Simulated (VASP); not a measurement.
Input of a VASP 6.6.1 run:

INCAR

```
SYSTEM = CdS
PREC = Accurate
ENCUT = 520
EDIFF = 1E-6
ISMEAR = -1
SIGMA = 0.01
LREAL = .False.
LASPH = .True.
NELM = 80
ALGO = Normal
ISIF = 2
LWAVE = .False.
LCHARG = .False.
GGA = PS
NBANDS = 26
```

File KPOINTS:

```
regular mesh
0
Gamma
  7 7 4
  0 0 0
```

POSCAR

```
CdS
1.0
    4.1070480370      0.0000000000      0.0000000000
   -2.0535240185      3.5568079346      0.0000000000
    0.0000000000      0.0000000000      6.7037033332
Cd S
2 2
Direct
    0.3333333333      0.6666666667      0.0000000000
    0.6666666667      0.3333333333      0.5000000000
    0.3333333333      0.6666666667      0.3850000000
    0.6666666667      0.3333333333      0.8850000000
```

Potentials or basis: VASP PAW PBE potentials, release 64 (Cd, S).

The run is started by

```bash
$ cat potpaw_PBE.64/Cd/POTCAR potpaw_PBE.64/S/POTCAR > POTCAR
$ mpirun -np 1 vasp_std > vasp.out
```

Task: Predict the pressure.

Result: 1.1 GPa.

Task: Estimate the band gap on the k mesh.

Result: 1.13 eV.

Task: What does it give for the largest force?

Result: 0.276 eV/Å.

Stress tensor (GPa, compression positive):
```
 1.90  0.00  0.00
 0.00  1.90  0.00
 0.00  0.00 -0.51
```

Caveat: the PAW data sets were made with another functional, which shifts forces and pressure a little.
